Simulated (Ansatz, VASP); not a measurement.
# One calculation of SnO, two programs

Contents of INCAR:

```
SYSTEM = SnO
PREC = Accurate
ENCUT = 520
EDIFF = 1E-7
ISMEAR = 0
SIGMA = 0.05
LREAL = .False.
LASPH = .True.
NELM = 60
ALGO = Normal
ISIF = 2
LWAVE = .False.
LCHARG = .False.
LDIPOL = .True.
IDIPOL = 3
DIPOL = 0.5 0.5 0.394
GGA = PE
IVDW = 12
NBANDS = 50
```

The input KPOINTS:

```
regular mesh
0
Gamma
  7 7 1
  0 0 0
```

POSCAR

```
SnO
1.0
    3.8201715376      0.0000000000      0.0000000000
    0.0000000000      3.8201715376      0.0000000000
    0.0000000000      0.0000000000     22.2260699824
Sn O
4 4
Direct
    0.5000000000      0.0000000000      0.2024649434
    0.0000000000      0.5000000000      0.3087831091
    0.2500000000      0.7500000000      0.4784037394
    0.7500000000      0.2500000000      0.5847219051
    0.0000000000      0.0000000000      0.2556240262
    0.5000000000      0.5000000000      0.2556240262
    0.7500000000      0.7500000000      0.5315628222
    0.2500000000      0.2500000000      0.5315628222
```

Input for Ansatz:

```yaml
crystal:
  lattice:
    - [3.8201715376, 0.0, 0.0]
    - [0.0, 3.8201715376, 0.0]
    - [0.0, 0.0, 22.2260699824]
  atoms:
    - { symbol: Sn, position: [0.5, 0.0, 0.2024649434] }
    - { symbol: O, position: [0.0, 0.0, 0.2556240262] }
    - { symbol: O, position: [0.5, 0.5, 0.2556240262] }
    - { symbol: Sn, position: [0.0, 0.5, 0.3087831091] }
    - { symbol: Sn, position: [0.25, 0.75, 0.4784037394] }
    - { symbol: O, position: [0.75, 0.75, 0.5315628222] }
    - { symbol: O, position: [0.25, 0.25, 0.5315628222] }
    - { symbol: Sn, position: [0.75, 0.25, 0.5847219051] }
basis:
  ecutwfc: 420
kpoints:
  mp_grid: { grid: [7, 7, 1] }
hamiltonian:
  xc: pbe
  pseudopotentials: { kind: paw, azcp: { folder: soft_1 } }
  dispersion: d3bj
scf:
  occupations: { method: gaussian, width: 0.05 }
output:
  forces: true
  eigenvalues: true
efield:
  axis: 3
  dipole_correction: true
  ramp_width: 0.04
```

Alike in both runs: task single point; functional PBE; dispersion D3(BJ); k mesh 7 × 7 × 1; occupations gaussian, width 0.05 eV; no spin polarisation.

```csv
,VASP,Ansatz
version,VASP 6.6.1,Ansatz 0.2.0
potentials or method,"VASP PAW PBE potentials, release 64 (Sn_d, O), cutoff 520 eV","scalar-relativistic, plane waves, PAW"
valence electrons in the cell,80,80
```

```csv
,VASP,Ansatz,Ansatz less VASP
gap on the k mesh at the Fermi level (eV),2.28,2.29,+0.009
least direct gap on the mesh (eV),2.47,2.52,+0.043
rms of the force components (eV/Å),0.041,0.035,-0.0057
```
